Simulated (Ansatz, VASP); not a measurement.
**As: VASP beside Ansatz**

File INCAR:

```
SYSTEM = As
ALGO     = Normal         ! electronic algorithm
EDIFF    = 1E-7           ! SCF threshold, eV
ENCUT    = 520            ! plane-wave cutoff, eV
GGA      = PS             ! functional
ISIF     = 2              ! what is computed and relaxed
ISMEAR   = -1             ! smearing method
LASPH    = .True.         ! aspherical terms in the spheres
LCHARG   = .False.        ! write CHGCAR
LREAL    = .False.        ! projectors in reciprocal space
LWAVE    = .False.        ! write WAVECAR
NBANDS   = 12             ! bands
NELM     = 60             ! most SCF steps
PREC     = Accurate       ! precision mode
SIGMA    = 0.1            ! smearing width, eV
```

The input KPOINTS:

```
k-points
0
Gamma
  13 13 8
  0 0 0
```

File POSCAR:

```
As
1.0
    3.0683932571      0.0000000000      0.0000000000
   -1.5341966285      2.6573065095      0.0000000000
    0.0000000000      0.0000000000      4.6891465508
As
2
Direct
    0.3333333333      0.6666666667      0.2500000000
    0.6666666667      0.3333333333      0.7500000000
```

Input for Ansatz:

```yaml
crystal:
  lattice:
    - [3.0683932571, 0.0, 0.0]
    - [-1.5341966285, 2.6573065095, 0.0]
    - [0.0, 0.0, 4.6891465508]
  atoms:
    - { symbol: As, position: [0.3333333333, 0.6666666667, 0.25] }
    - { symbol: As, position: [0.6666666667, 0.3333333333, 0.75] }
hamiltonian:
  xc: pbesol
  pseudopotentials:
    kind: paw
    azcp:
      As: "pseudopotentials/As.paw.azcp"
basis:
  ecutwfc: 420
  fft_grid_basis: typed
kpoints:
  mp_grid: { grid: [13, 13, 8], shift: [0, 0, 0] }
magnetization:
  spin_polarized: false
scf:
  occupations: { method: fermi_dirac, width: 0.1 }
  lower_state_search: "off"
output:
  stress: true
```

Alike in both runs: task single point; functional PBEsol; k mesh 13 × 13 × 8; occupations fermi-dirac, width 0.1 eV; no spin polarisation.

```csv
,VASP,Ansatz
version,VASP 6.6.1,Ansatz 0.2.0
potentials or method,"VASP PAW PBE potentials, release 64 (As), cutoff 520 eV","plane waves (420 eV) with PAW, scalar-relativistic"
valence electrons in the cell,10,30
```

VASP gave:

```
pressure (GPa)                                                : -3.0
traceless stress, the component that is largest in VASP (GPa) : 0.64
```

**Question.** Estimate Ansatz's values.

**Answer.** Pressure (GPa): -3.2; traceless stress, the component that is largest in VASP (GPa): 0.63.

VASP's potentials were made for PBE, not for PBEsol, and Ansatz warns of the same on its side. VASP's potentials hold 10 valence electrons a cell and Ansatz's 30, so a difference there can come from the potentials and not from the codes.
